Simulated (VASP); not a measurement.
# Ga (Cmcm) in VASP: notebook, part 2 of 2

VASP 6.6.1. Earlier steps stand in the parts before.

**5. Single point, LDA**

This run uses another cell than the first one, of 19.43 Å³/atom.

File INCAR:

```
PREC = Accurate
ENCUT = 520
EDIFF = 1E-7
ISMEAR = -1
SIGMA = 0.05
LREAL = F
LASPH = T
NELM = 80
ALGO = Normal
ISIF = 2
LWAVE = F
LCHARG = F
GGA = CA
NBANDS = 34
```

File KPOINTS:

```
regular mesh
0
Gamma
  6 6 5
```

File POSCAR:

```
Ga
1.0
    3.7848802146     -2.3070775630      0.0000000000
    3.7848802146      2.3070775630      0.0000000000
    0.0000000000      0.0000000000      4.4505357966
Ga
4
Direct
    0.9903150000      0.3344500000      0.2500000000
    0.3344500000      0.9903150000      0.7500000000
    0.0096850000      0.6655500000      0.7500000000
    0.6655500000      0.0096850000      0.2500000000
```

Potentials or basis: VASP PAW LDA potentials, release 64 (Ga_d).

Launch:

```bash
cat potpaw_LDA.64/Ga_d/POTCAR > POTCAR
mpirun -np 1 vasp_std > vasp.out
```

OUTCAR:

```text
PREC = Accurate
   ENCUT = 520
   EDIFF = 1E-7
   ISMEAR = -1
   LREAL = F
   LASPH = T
   NELM = 80
   ISIF = 2
   GGA = CA

 ion  position               nearest neighbor table
   1  0.990  0.334  0.250-   4 2.46   4 2.66   4 2.66   3 2.69   3 2.69   2 2.73   2 2.73
   2  0.334  0.990  0.750-   3 2.46   3 2.66   3 2.66   4 2.69   4 2.69   1 2.73   1 2.73
   3  0.010  0.666  0.750-   2 2.46   2 2.66   2 2.66   1 2.69   1 2.69   4 2.73   4 2.73
   4  0.666  0.010  0.250-   1 2.46   1 2.66   1 2.66   2 2.69   2 2.69   3 2.73   3 2.73

  LATTYP: Found a base centered orthorhombic cell.
 ALAT       =     4.6141551260
 B/A-ratio  =     1.6405517852
 C/A-ratio  =     0.9645396990

  Lattice vectors:

 A1 = (  -3.7848802146,  -2.3070775630,   0.0000000000)
 A2 = (   3.7848802146,  -2.3070775630,   0.0000000000)
 A3 = (   0.0000000000,   0.0000000000,   4.4505357966)

Analysis of symmetry for initial positions (statically):
=====================================================================
 Subroutine PRICEL returns:
 Original cell was already a primitive cell.

 Routine SETGRP: Setting up the symmetry group for a
[... 168 lines left out ...]
  ext. energy  EPLUGINS =         0.00000000
  ---------------------------------------------------
  free energy    TOTEN  =       -14.37047784 eV

  energy without entropy =      -14.36243201  energy(sigma->0) =      -14.36645492

 E-fermi :   4.9195     XC(G=0): -10.9562

 val. band max:        4.8887560237   @ k =   0.5000   0.5000   0.4000
 cond. band min:       4.9318159244   @ k =   0.1667  -0.0000   0.2000
 fundamental gap:      0.0430599007
 Fermi energy:         4.9195483204

 k-point     1 :       0.0000    0.0000    0.0000
  band No.  band energies     occupation
      1     -10.4686      2.00000
      2     -10.4381      2.00000
      3     -10.4144      2.00000
      4     -10.3719      2.00000
      5     -10.3042      2.00000
      6     -10.2847      2.00000
[... 877 lines left out ...]
     33      12.9019      0.00000
     34      13.4387      0.00000

 [... further k-points ...]
[... 5 lines left out ...]
  --------------------------------------------------------------------------------------
  -------------------------------------------------------------------------------------
  Total       -0.3337202     -0.8342520     -0.1443386      0.0000000      0.0000000      0.0000000
  in kB       -6.8791764    -17.1969423     -2.9753394      0.0000000      0.0000000      0.0000000
  external PRESSURE =      -9.0171527 kB  Pullay stress =       0.0000000 kB

 VOLUME and BASIS-vectors are now :
 -----------------------------------------------------------------------------
  energy-cutoff  :      520.00
  volume of cell :       77.72
      direct lattice vectors                 reciprocal lattice vectors
     3.784880215 -2.307077563  0.000000000     0.132104577 -0.216724400  0.000000000
     3.784880215  2.307077563  0.000000000     0.132104577  0.216724400  0.000000000
     0.000000000  0.000000000  4.450535797     0.000000000  0.000000000  0.224692047

 POSITION                                       TOTAL-FORCE (eV/Angst)
 -----------------------------------------------------------------------------------
      5.01408     -1.51313      1.11263         0.025617      0.010713     -0.000000
      5.01408      1.51313      3.33790         0.025617     -0.010713      0.000000
      2.55568      1.51313      3.33790        -0.025617     -0.010713      0.000000
      2.55568     -1.51313      1.11263        -0.025617      0.010713      0.000000
 -----------------------------------------------------------------------------------
    total drift:                                0.000000      0.000000      0.000000

  FREE ENERGIE OF THE ION-ELECTRON SYSTEM (eV)
  ---------------------------------------------------
  free  energy   TOTEN  =       -14.3704778374 eV

  energy  without entropy=      -14.3624320117  energy(sigma->0) =      -14.36645492
```

OSZICAR:

```text
N       E                     dE             d eps       ncg     rms          rms(c)
DAV:   1     0.360879879631E+03    0.36088E+03   -0.25840E+04  2740   0.290E+03
DAV:   2     0.304709503870E+02   -0.33041E+03   -0.32216E+03  2740   0.536E+02
DAV:   3    -0.131226677319E+02   -0.43594E+02   -0.43107E+02  2996   0.152E+02
DAV:   4    -0.145564172739E+02   -0.14337E+01   -0.14260E+01  3096   0.308E+01
DAV:   5    -0.145870091890E+02   -0.30592E-01   -0.30573E-01  3374   0.459E+00    0.269E+00
DAV:   6    -0.144221483826E+02    0.16486E+00   -0.24475E-01  3484   0.668E+00    0.142E+00
DAV:   7    -0.143728920549E+02    0.49256E-01   -0.87032E-02  3492   0.267E+00    0.296E-01
DAV:   8    -0.143704657081E+02    0.24263E-02   -0.20997E-02  2850   0.151E+00    0.640E-02
DAV:   9    -0.143704771737E+02   -0.11466E-04   -0.10902E-03  3250   0.325E-01    0.271E-02
DAV:  10    -0.143704812679E+02   -0.40941E-05   -0.32277E-04  3060   0.214E-01    0.113E-02
DAV:  11    -0.143704777654E+02    0.35025E-05   -0.63783E-05  3160   0.962E-02    0.322E-03
DAV:  12    -0.143704777873E+02   -0.21884E-07   -0.72723E-06  3300   0.289E-02    0.902E-04
DAV:  13    -0.143704778401E+02   -0.52827E-07   -0.10197E-06  3366   0.874E-03    0.351E-04
DAV:  14    -0.143704778374E+02    0.27176E-08   -0.47336E-08  1644   0.163E-03
   1 F= -.14370478E+02 E0= -.14366455E+02  d E =-.804583E-02
```

Wall time 89 s (1 thread of Intel Xeon Platinum 8259CL at 2.50GHz (Skylake/Cascade Lake), shared host); peak memory 0.21 GiB.

What came out:

| Quantity | Value |
| --- | --- |
| Free energy | -14.3705 eV |
| Pressure | -0.9 GPa |
| Largest force | 0.028 eV/Å |
| Band gap on the k mesh | zero (bands 26 and 27 overlap by 0.67 eV) |

Forces in eV/Å, atoms in the order of the input:
```
Ga   0.026  0.011  0.000
Ga   0.026 -0.011  0.000
Ga  -0.026 -0.011  0.000
Ga  -0.026  0.011  0.000
```

Levels at points of the mesh, in eV from the Fermi level:
```tsv
k point	band 23	band 24	band 25	band 26	band 27	band 28	band 29	band 30
(0.00, 0.00, 0.00)	-3.40	-2.59	-2.37	-1.16	0.91	0.97	2.35	4.62
(0.50, 0.00, 0.00)	-3.38	-3.19	-1.38	-0.37	-0.34	-0.11	3.67	4.23
(0.50, 0.50, 0.00)	-4.56	-3.02	-1.84	-1.70	0.38	1.18	3.27	3.73
```

**6. Single point, LDA**

This run uses another cell than the first one, of 19.93 Å³/atom.

File INCAR:

```
SYSTEM = Ga
PREC = Accurate
ENCUT = 520
EDIFF = 1E-6
ISMEAR = -1
SIGMA = 0.05
LREAL = .False.
LASPH = .True.
NELM = 60
ALGO = Normal
ISIF = 2
LWAVE = .False.
LCHARG = .True.
GGA = CA
LELF = .True.
LVHAR = .True.
NBANDS = 34
```

File KPOINTS:

```
regular mesh
0
Gamma
  6 6 5
  0 0 0
```

File POSCAR:

```
Ga
1.0
    3.8169570000     -2.3266300000      0.0000000000
    3.8169570000      2.3266300000      0.0000000000
    0.0000000000      0.0000000000      4.4882540000
Ga
4
Direct
    0.9903150000      0.3344500000      0.2500000000
    0.3344500000      0.9903150000      0.7500000000
    0.0096850000      0.6655500000      0.7500000000
    0.6655500000      0.0096850000      0.2500000000
```

Potentials or basis: VASP PAW LDA potentials, release 64 (Ga_d).

Launch:

```bash
cat potpaw_LDA.64/Ga_d/POTCAR > POTCAR
mpirun -np 1 vasp_std > vasp.out
```

OUTCAR:

```text
SYSTEM = Ga
   PREC = Accurate
   ENCUT = 520
   EDIFF = 1E-6
   ISMEAR = -1
   LREAL = .False.
   LASPH = .True.
   NELM = 60
   ISIF = 2
   GGA = CA

 ion  position               nearest neighbor table
   1  0.990  0.334  0.250-   4 2.48   4 2.68   4 2.68   3 2.71   3 2.71   2 2.76   2 2.76
   2  0.334  0.990  0.750-   3 2.48   3 2.68   3 2.68   4 2.71   4 2.71   1 2.76   1 2.76
   3  0.010  0.666  0.750-   2 2.48   2 2.68   2 2.68   1 2.71   1 2.71   4 2.76   4 2.76
   4  0.666  0.010  0.250-   1 2.48   1 2.68   1 2.68   2 2.71   2 2.71   3 2.76   3 2.76

  LATTYP: Found a base centered orthorhombic cell.
 ALAT       =     4.6532600000
 B/A-ratio  =     1.6405517852
 C/A-ratio  =     0.9645396990

  Lattice vectors:

 A1 = (  -3.8169570000,  -2.3266300000,   0.0000000000)
 A2 = (   3.8169570000,  -2.3266300000,   0.0000000000)
 A3 = (   0.0000000000,   0.0000000000,   4.4882540000)

Analysis of symmetry for initial positions (statically):
=====================================================================
 Subroutine PRICEL returns:
 Original cell was already a primitive cell.

 Routine SETGRP: Setting up the symmetry group for a
 base centered orthorhombic supercell.

 Subroutine GETGRP returns: Found  8 space group operations
 (whereof  4 operations were pure point group operations)
 out of a pool of  8 trial point group operations.

The static configuration has the point symmetry C_2h.
 The point group associated with its full space group is D_2h.

Analysis of symmetry for dynamics (positions and initial velocities):
=====================================================================
 Subroutine PRICEL returns:
 Original cell was already a primitive cell.

 Routine SETGRP: Setting up the symmetry group for a
 base centered orthorhombic supercell.

 Subroutine GETGRP returns: Found  8 space group operations
 (whereof  4 operations were pure point group operations)
 out of a pool of  8 trial point group operations.

The dynamic configuration has the point symmetry C_2h.
 The point group associated with its full space group is D_2h.

[... 118 lines left out ...]
   EFERMI_NEDOS =   21; number of points for ismear=-14 and -15
   IALGO  =     38    algorithm
   IMIX   =      4    mixing-type and parameters
     AMIX     =   0.40;   BMIX     =  1.00
     AMIX_MAG =   1.60;   BMIX_MAG =  1.00
  volume/ion in A,a.u.               =      19.93       134.49
  Fermi-wavevector in a.u.,A,eV,Ry     =   1.419794  2.683021 27.426820  2.015814
  Thomas-Fermi vector in A             =   2.540777
   LORBIT       =      0    0 simple, 1 ext, 2 COOP (PROOUT), +10 PAW based schemes
   GGA     = CA    functional components
   LHFCALC =     F    Hartree Fock is set to
   AEXX    =    0.0000 exact exchange contribution
   IVDW    =     0    specifies the selected vdW correction
   LEPSILON=     F    determine dielectric tensor
   LRPA    =     F    only Hartree local field effects (RPA)
 non-spin polarized calculation
  energy-cutoff  :      520.00
  volume of cell :       79.72
 maximum number of plane-waves:      2167
 NGX is ok and might be reduce to    36
   NGX = 17   NGY = 17   NGZ = 17

 number of electron      51.9999986 magnetization

 Free energy of the ion-electron system (eV)
  ---------------------------------------------------
  ext. energy  EPLUGINS =         0.00000000
  ---------------------------------------------------
  free energy    TOTEN  =       -14.35052466 eV

  energy without entropy =      -14.34168585  energy(sigma->0) =      -14.34610525

 E-fermi :   4.6948     XC(G=0): -10.8301

 val. band max:        4.6696314540   @ k =  -0.3333   0.1667   0.0000
 cond. band min:       4.7157356990   @ k =   0.1667  -0.0000   0.2000
 fundamental gap:      0.0461042451
 Fermi energy:         4.6947970838

 k-point     1 :       0.0000    0.0000    0.0000
  band No.  band energies     occupation
      1     -10.6465      2.00000
      2     -10.6184      2.00000
      3     -10.5938      2.00000
      4     -10.5568      2.00000
      5     -10.4933      2.00000
      6     -10.4730      2.00000
[... 877 lines left out ...]
     33      12.5499      0.00000
     34      13.0848      0.00000

 [... further k-points ...]
[... 5 lines left out ...]
  --------------------------------------------------------------------------------------
  -------------------------------------------------------------------------------------
  Total       -1.1461708     -1.4704684     -0.9020976      0.0000000      0.0000000      0.0000000
  in kB      -23.0360450    -29.5538631    -18.1305975      0.0000000      0.0000000      0.0000000
  external PRESSURE =     -23.5735019 kB  Pullay stress =       0.0000000 kB

 VOLUME and BASIS-vectors are now :
 -----------------------------------------------------------------------------
  energy-cutoff  :      520.00
  volume of cell :       79.72
      direct lattice vectors                 reciprocal lattice vectors
     3.816957000 -2.326630000  0.000000000     0.130994402 -0.214903100  0.000000000
     3.816957000  2.326630000  0.000000000     0.130994402  0.214903100  0.000000000
     0.000000000  0.000000000  4.488254000     0.000000000  0.000000000  0.222803790

 POSITION                                       TOTAL-FORCE (eV/Angst)
 -----------------------------------------------------------------------------------
      5.05657     -1.52596      1.12206         0.022422     -0.005488      0.000000
      5.05657      1.52596      3.36619         0.022422      0.005488      0.000000
      2.57734      1.52596      3.36619        -0.022422      0.005488      0.000000
      2.57734     -1.52596      1.12206        -0.022422     -0.005488      0.000000
 -----------------------------------------------------------------------------------
    total drift:                               -0.000000      0.000000      0.000000

  FREE ENERGIE OF THE ION-ELECTRON SYSTEM (eV)
  ---------------------------------------------------
  free  energy   TOTEN  =       -14.3505246566 eV

  energy  without entropy=      -14.3416858531  energy(sigma->0) =      -14.34610525
```

Run time: 87 s. Hardware: 1 thread of Intel Xeon Platinum 8259CL at 2.50GHz (Skylake/Cascade Lake), shared host; peak memory 0.21 GiB.

What came out:

```yaml
Free_energy: -14.3505 eV
Pressure: -2.4 GPa
Largest_force: 0.023 eV/Å
Band_gap_on_the_k_mesh: zero (bands 26 and 27 overlap by 0.68 eV)
```

Forces in eV/Å, atoms in the order of the input:
```
Ga   0.022 -0.005  0.000
Ga   0.022  0.005  0.000
Ga  -0.022  0.005  0.000
Ga  -0.022 -0.005  0.000
```

Stress tensor (GPa, compression positive):
```
-2.30  0.00  0.00
 0.00 -2.96  0.00
 0.00  0.00 -1.81
```

**7. Overview**

```csv
cell,gap on the mesh (eV),pressure (GPa),largest force (eV/Å)
"a = 4.316, b = 4.316, c = 4.333 Å, angles 90.0, 90.0, 62.7°, 4 atoms",none,4.9,0.08
"a = 4.355, b = 4.355, c = 4.373 Å, angles 90.0, 90.0, 62.7°, 4 atoms",none,2.7,0.06
"a = 4.394, b = 4.394, c = 4.412 Å, angles 90.0, 90.0, 62.7°, 4 atoms",none,0.7,0.04
"a = 4.433, b = 4.433, c = 4.451 Å, angles 90.0, 90.0, 62.7°, 4 atoms",none,-0.9,0.03
"a = 4.470, b = 4.470, c = 4.488 Å, angles 90.0, 90.0, 62.7°, 4 atoms",none,-2.4,0.02
```

Alike in all rows: task single point; level LDA; potentials or basis VASP PAW LDA potentials, release 64 (Ga_d); no spin polarisation; k mesh 6 × 6 × 5; cutoff (eV) 520; smearing fermi-dirac 0.05 eV.

Caveats: the cell stands under pressure (at least some runs).

Absolute energies hang on the potentials; compare differences alone.
